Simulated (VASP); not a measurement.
# Hf in VASP: notebook

The runs below take Hf through single point, with PBE.

All numbers are computed with VASP 6.6.1; they aren't measurements. Logs are shortened: lines on timing, memory, paths and dates and some standing lists are left out, and cuts for length are marked.

**1. The cell of the first run**

The cell holds a slab with vacuum, 4 atoms: a = 3.205 Å, b = 3.205 Å, c = 21.602 Å, α = 90.00°, β = 90.00°, γ = 120.00°.

**2. Single point, PBE**

INCAR

```
SYSTEM = Hf
PREC = Accurate
ENCUT = 520
EDIFF = 1E-6
ISMEAR = 0
SIGMA = 0.1
LREAL = .FALSE.
LASPH = .TRUE.
NELM = 60
ALGO = Normal
ISIF = 2
LWAVE = .FALSE.
LCHARG = .TRUE.
LDIPOL = .TRUE.
IDIPOL = 3
DIPOL = 0.5 0.5 0.500
GGA = PE
LELF = .TRUE.
LVHAR = .TRUE.
LVACPOTAV = .TRUE.
NBANDS = 28
```

KPOINTS

```
regular mesh
0
G
  9 9 1
  0 0 0
```

POSCAR

```
Hf
1.0
    3.2048170381      0.0000000000      0.0000000000
   -1.6024085190      2.7754529695      0.0000000000
    0.0000000000      0.0000000000     21.6015399806
Hf
4
Direct
    0.6666666667      0.3333333333      0.3240509707
    0.3333333333      0.6666666667      0.4413503236
    0.6666666667      0.3333333333      0.5627528212
    0.3333333333      0.6666666667      0.6725514310
```

Potentials or basis: VASP PAW PBE potentials, release 64 (Hf_pv).

Command:

```sh
cat potpaw_PBE.64/Hf_pv/POTCAR > POTCAR
mpirun -np 1 vasp_std > vasp.out
```

OUTCAR:

```text
SYSTEM = Hf
   PREC = Accurate
   ENCUT = 520
   EDIFF = 1E-6
   ISMEAR = 0
   LREAL = .FALSE.
   LASPH = .TRUE.
   NELM = 60
   ISIF = 2
   GGA = PE

 ion  position               nearest neighbor table
   1  0.667  0.333  0.324-   2 3.14   2 3.14   2 3.14
   2  0.333  0.667  0.441-   1 3.14   1 3.14   1 3.14   3 3.21   3 3.21   3 3.21
   3  0.667  0.333  0.563-   4 3.01   4 3.01   4 3.01   2 3.21   2 3.21   2 3.21
   4  0.333  0.667  0.673-   3 3.01   3 3.01   3 3.01

  LATTYP: Found a hexagonal cell.
 ALAT       =     3.2048170381
 C/A-ratio  =     6.7403348534

  Lattice vectors:

 A1 = (   3.2048170381,   0.0000000000,   0.0000000000)
 A2 = (  -1.6024085190,   2.7754529695,   0.0000000000)
 A3 = (   0.0000000000,   0.0000000000,  21.6015399806)

Analysis of symmetry for initial positions (statically):
=====================================================================
 Subroutine PRICEL returns:
 Original cell was already a primitive cell.

 Routine SETGRP: Setting up the symmetry group for a
 hexagonal supercell.

 Subroutine GETGRP returns: Found  6 space group operations
 (whereof  6 operations were pure point group operations)
 out of a pool of 24 trial point group operations.

The static configuration has the point symmetry C_3v.

Analysis of symmetry for dynamics (positions and initial velocities):
=====================================================================
 Subroutine PRICEL returns:
 Original cell was already a primitive cell.

 Routine SETGRP: Setting up the symmetry group for a
 hexagonal supercell.

 Subroutine GETGRP returns: Found  6 space group operations
 (whereof  6 operations were pure point group operations)
 out of a pool of 24 trial point group operations.

The dynamic configuration has the point symmetry C_3v.

 Subroutine INISYM returns: Found  6 space group operations
 (whereof  6 operations are pure point group operations),
 and found     1 'primitive' translations

----------------------------------------------------------------------------------------

                                     Primitive cell

  volume of cell :     192.1418

  direct lattice vectors                    reciprocal lattice vectors
     3.204817038  0.000000000  0.000000000     0.312030293  0.180150774  0.000000000
    -1.602408519  2.775452969  0.000000000     0.000000000  0.360301548  0.000000000
[... 78 lines left out ...]
   EDIFFG = 0.1E-04   stopping-criterion for IOM
   NSW    =      0    number of steps for IOM
   IBRION =     -1    ionic relax: 0-MD 1-quasi-New 2-CG
   NFREE  =      0    steps in history (QN), initial steepest desc. (CG)
   ISIF   =      2    stress and relaxation
   ISYM   =      2    0-nonsym 1-usesym 2-fastsym
   POTIM  = 0.5000    time-step for ionic-motion
   TEBEG  =    0.0;   TEEND  =   0.0 temperature during run
   PSTRESS=    0.0 pullay stress
   NELECT =      40.0000    total number of electrons
   NUPDOWN=      -1.0000    fix difference up-down
   EMIN   =  10.00;   EMAX   =-10.00  energy-range for DOS
   EFERMI =   0.00;   METHOD = LEGACY
   ISMEAR =     0;   SIGMA  =   0.10  broadening in eV -4-tet -1-fermi 0-gaus
   EFERMI_NEDOS =   21; number of points for ismear=-14 and -15
   IALGO  =     38    algorithm
   IMIX   =      4    mixing-type and parameters
     AMIX     =   0.40;   BMIX     =  1.00
     AMIX_MAG =   1.60;   BMIX_MAG =  1.00
  volume/ion in A,a.u.               =      48.04       324.16
  Fermi-wavevector in a.u.,A,eV,Ry     =   0.970259  1.833523 12.808551  0.941402
  Thomas-Fermi vector in A             =   2.100379
   LORBIT       =      0    0 simple, 1 ext, 2 COOP (PROOUT), +10 PAW based schemes
   GGA     = PE    functional components
   LHFCALC =     F    Hartree Fock is set to
   AEXX    =    0.0000 exact exchange contribution
   IVDW    =     0    specifies the selected vdW correction
   LEPSILON=     F    determine dielectric tensor
   LRPA    =     F    only Hartree local field effects (RPA)
 non-spin polarized calculation
 Gauss-broadening in eV      SIGMA  =   0.10
  energy-cutoff  :      520.00
  volume of cell :      192.14
 maximum number of plane-waves:      5220
 NGX is ok and might be reduce to    24
   NGX = 11   NGY = 11   NGZ = 81

 dipolmoment           0.000000      0.000000      0.000196 electrons x Angstroem

 number of electron      40.0000006 magnetization

 dipolmoment           0.000000      0.000000     -0.005809 electrons x Angstroem

 Free energy of the ion-electron system (eV)
  ---------------------------------------------------
  ext. energy  EPLUGINS =         0.00000000
  ---------------------------------------------------
  free energy    TOTEN  =       -37.71249428 eV

  energy without entropy =      -37.67293835  energy(sigma->0) =      -37.69271632

 E-fermi :   0.1027     XC(G=0):  -6.2200

 val. band max:        0.0819171588   @ k =   0.3333   0.3333   0.0000
 cond. band min:       0.1121457211   @ k =   0.0000   0.0000   0.0000
 fundamental gap:      0.0302285622
 Fermi energy:         0.1026894243

 k-point     1 :       0.0000    0.0000    0.0000
  band No.  band energies     occupation
      1     -31.0397      2.00000
      2     -30.9626      2.00000
      3     -30.5324      2.00000
      4     -30.5324      2.00000
      5     -30.4835      2.00000
      6     -30.4087      2.00000
[... 361 lines left out ...]
     27       3.1840      0.00000
     28       3.8181      0.00000

------------------------ aborting loop because EDIFF is reached ----------------------------------------

  FORCE on cell =-STRESS in cart. coord.  units (eV):
  Direction    XX          YY          ZZ          XY          YZ          ZX
  --------------------------------------------------------------------------------------
  -------------------------------------------------------------------------------------
  Total       -1.8920554     -1.8920554     -2.1231067     -0.0000000      0.0000000      0.0000000
  in kB      -15.7769336    -15.7769336    -17.7035590     -0.0000000      0.0000000      0.0000000
  external PRESSURE =     -16.4191420 kB  Pullay stress =       0.0000000 kB

 VOLUME and BASIS-vectors are now :
 -----------------------------------------------------------------------------
  energy-cutoff  :      520.00
  volume of cell :      192.14
      direct lattice vectors                 reciprocal lattice vectors
     3.204817038  0.000000000  0.000000000     0.312030293  0.180150774  0.000000000
    -1.602408519  2.775452969  0.000000000     0.000000000  0.360301548  0.000000000
     0.000000000  0.000000000 21.601539981     0.000000000  0.000000000  0.046292996

 POSITION                                       TOTAL-FORCE (eV/Angst)
 -----------------------------------------------------------------------------------
      1.60241      0.92515      7.00000        -0.000000     -0.000000      0.756712
     -0.00000      1.85030      9.53385        -0.000000      0.000000     -0.727491
      1.60241      0.92515     12.15633         0.000000     -0.000000      0.018730
     -0.00000      1.85030     14.52815        -0.000000      0.000000     -0.047951
 -----------------------------------------------------------------------------------
    total drift:                                0.000000      0.000000      0.000102

  FREE ENERGIE OF THE ION-ELECTRON SYSTEM (eV)
  ---------------------------------------------------
  free  energy   TOTEN  =       -37.7124942797 eV

  energy  without entropy=      -37.6729383532  energy(sigma->0) =      -37.69271632

 vacuum level on the upper side and lower side of the slab         4.402         4.520
```

OSZICAR:

```text
N       E                     dE             d eps       ncg     rms          rms(c)
DAV:   1     0.145115531125E+03    0.14512E+03   -0.22273E+04   888   0.122E+03
DAV:   2    -0.310744468041E+02   -0.17619E+03   -0.17219E+03   848   0.285E+02
DAV:   3    -0.404896642670E+02   -0.94152E+01   -0.90263E+01   840   0.454E+01
[... 47 lines left out ...]
DAV:  51    -0.377124876691E+02   -0.19452E-05   -0.11580E-06   484   0.534E-03    0.199E-02
DAV:  52    -0.377124895139E+02   -0.18448E-05   -0.66083E-07   432   0.374E-03    0.117E-02
DAV:  53    -0.377124921442E+02   -0.26303E-05   -0.34963E-07   460   0.214E-03    0.115E-02
DAV:  54    -0.377124935496E+02   -0.14053E-05   -0.31332E-07   432   0.210E-03    0.512E-03
DAV:  55    -0.377124942797E+02   -0.73011E-06   -0.94579E-08   388   0.118E-03
   1 F= -.37712494E+02 E0= -.37692716E+02  d E =-.395559E-01
```

Run time: 5 min. Hardware: 1 thread of AMD EPYC 7R43 (Zen 3), shared host; peak memory 0.26 GiB.

What came out:

```yaml
Free_energy: -37.7125 eV
Largest_force: 0.757 eV/Å
Band_gap_on_the_k_mesh: zero (band 20 reaches 0.83 eV, above the bottom of band 21 at -0.57 eV)
```

Forces in eV/Å, atoms in the order of the input:
```
Hf   0.000  0.000  0.757
Hf   0.000  0.000 -0.727
Hf   0.000  0.000  0.019
Hf   0.000  0.000 -0.048
```

Levels at points of the mesh, in eV from the Fermi level:
```
           k point  band 16  band 17  band 18  band 19  band 20  band 21  band 22  band 23  band 24  band 25
(0.00, 0.00, 0.00)    -3.82    -0.25     0.01     0.45     0.72     1.05     1.05     1.16     1.16     1.31
```

Caveat: spin-orbit coupling is left out, which moves the levels of the heavy elements.

**3. Single point, PBE**

This run uses another cell than the first one, of 54.54 Å³/atom, 1.135 times its volume.

INCAR

```
ALGO = Normal
DIPOL = 0.5 0.5 0.318
EDIFF = 1E-6
ENCUT = 400
GGA = PE
GGA_COMPAT = F
IDIPOL = 3
ISIF = 2
ISMEAR = 0
LASPH = T
LCHARG = F
LDIPOL = T
LREAL = F
LWAVE = F
NBANDS = 28
NELM = 120
NELMDL = -8
PREC = Accurate
SIGMA = 0.1
```

KPOINTS

```
k-points
0
Gamma
  9 9 1
```

POSCAR

```
Hf
1.0
    3.2048170381      0.0000000000      0.0000000000
   -1.6024085190      2.7754529695      0.0000000000
    0.0000000000      0.0000000000     24.5281466259
Hf
4
Direct
    0.6666666667      0.3333333333      0.1630779553
    0.3333333333      0.6666666667      0.2663815885
    0.6666666667      0.3333333333      0.3732987945
    0.3333333333      0.6666666667      0.4699966451
```

Potentials or basis: VASP PAW PBE potentials, release 64 (Hf_pv).

Command:

```sh
cat potpaw_PBE.64/Hf_pv/POTCAR > POTCAR
mpirun -np 1 vasp_std > vasp.out
```

OUTCAR:

```text
EDIFF = 1E-6
   ENCUT = 400
   GGA = PE
   ISIF = 2
   ISMEAR = 0
   LASPH = T
   LREAL = F
   NELM = 120
   NELMDL = -8
   PREC = Accurate

 ion  position               nearest neighbor table
   1  0.667  0.333  0.163-   2 3.14   2 3.14   2 3.14
   2  0.333  0.667  0.266-   1 3.14   1 3.14   1 3.14   3 3.21   3 3.21   3 3.21
   3  0.667  0.333  0.373-   4 3.01   4 3.01   4 3.01   2 3.21   2 3.21   2 3.21
   4  0.333  0.667  0.470-   3 3.01   3 3.01   3 3.01

  LATTYP: Found a hexagonal cell.
 ALAT       =     3.2048170381
 C/A-ratio  =     7.6535247829
[... 563 lines left out ...]
  -------------------------------------------------------------------------------------
  Total       -1.9241542     -1.9241542     -2.1390130     -0.0000000      0.0000000     -0.0000000
  in kB      -14.1302101    -14.1302101    -15.7080462     -0.0000000      0.0000000     -0.0000000
  external PRESSURE =     -14.6561554 kB  Pullay stress =       0.0000000 kB

 VOLUME and BASIS-vectors are now :
 -----------------------------------------------------------------------------
  energy-cutoff  :      400.00
  volume of cell :      218.17
      direct lattice vectors                 reciprocal lattice vectors
     3.204817038  0.000000000  0.000000000     0.312030293  0.180150774  0.000000000
    -1.602408519  2.775452969  0.000000000     0.000000000  0.360301548  0.000000000
     0.000000000  0.000000000 24.528146626     0.000000000  0.000000000  0.040769489

 POSITION                                       TOTAL-FORCE (eV/Angst)
 -----------------------------------------------------------------------------------
      1.60241      0.92515      4.00000        -0.000000      0.000000      0.756072
     -0.00000      1.85030      6.53385        -0.000000     -0.000000     -0.726910
      1.60241      0.92515      9.15633         0.000000     -0.000000      0.019774
     -0.00000      1.85030     11.52815         0.000000      0.000000     -0.048936
 -----------------------------------------------------------------------------------
    total drift:                                0.000000     -0.000000      0.005184

  FREE ENERGIE OF THE ION-ELECTRON SYSTEM (eV)
  ---------------------------------------------------
  free  energy   TOTEN  =       -37.7098006715 eV

  energy  without entropy=      -37.6702631488  energy(sigma->0) =      -37.69003191

 vacuum level on the upper side and lower side of the slab         3.631         3.802
```

Run time: 3.4 min. Hardware: 1 thread of Intel Xeon Platinum 8488C (Sapphire Rapids), shared host; peak memory 0.29 GiB.

What came out:

```yaml
Free_energy: -37.7098 eV
Largest_force: 0.756 eV/Å
Band_gap_on_the_k_mesh: zero (band 20 reaches 0.29 eV, above the bottom of band 21 at -1.10 eV)
```

Forces in eV/Å, atoms in the order of the input:
```
Hf   0.000  0.000  0.756
Hf   0.000  0.000 -0.727
Hf   0.000  0.000  0.020
Hf   0.000  0.000 -0.049
```

Caveat: spin-orbit coupling is left out, which moves the levels of the heavy elements.
